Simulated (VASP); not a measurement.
A run of VASP 6.6.1 is set up as follows.

INCAR

```
  ALGO = Normal
  EDIFF = 1E-6
  ENCUT = 520
  GGA = PS
  ISIF = 2
  ISMEAR = 0
  LASPH = T
  LCHARG = F
  LREAL = F
  LWAVE = F
  NBANDS = 12
  NELM = 60
  PREC = Accurate
  SIGMA = 0.1
```

KPOINTS

```
k-points
0
Gamma
  20 20 20
```

Contents of POSCAR:

```
Cr
1.0
    0.0000000000      1.7890644720      1.7890644720
    1.7890644720      0.0000000000      1.7890644720
    1.7890644720      1.7890644720      0.0000000000
Cr
1
Direct
    0.0000000000      0.0000000000      0.0000000000
```

Potentials or basis: VASP PAW PBE potentials, release 64 (Cr_pv).

Command:

```console
$ cat potpaw_PBE.64/Cr_pv/POTCAR > POTCAR
$ mpirun -np 1 vasp_std > vasp.out
```

Task: What does it give for the band gap on the k mesh?

Result: Zero (band 6 reaches 13.31 eV, above the bottom of band 7 at 10.23 eV).

Task: Estimate the pressure.

Result: -0.5 GPa.

Caveat: the PAW data sets were made with another functional, which shifts forces and pressure a little; the run has no spin polarisation, though such a crystal can be magnetic. Spin polarisation is off, so any magnetic state and its effect on volume and gap are missing.
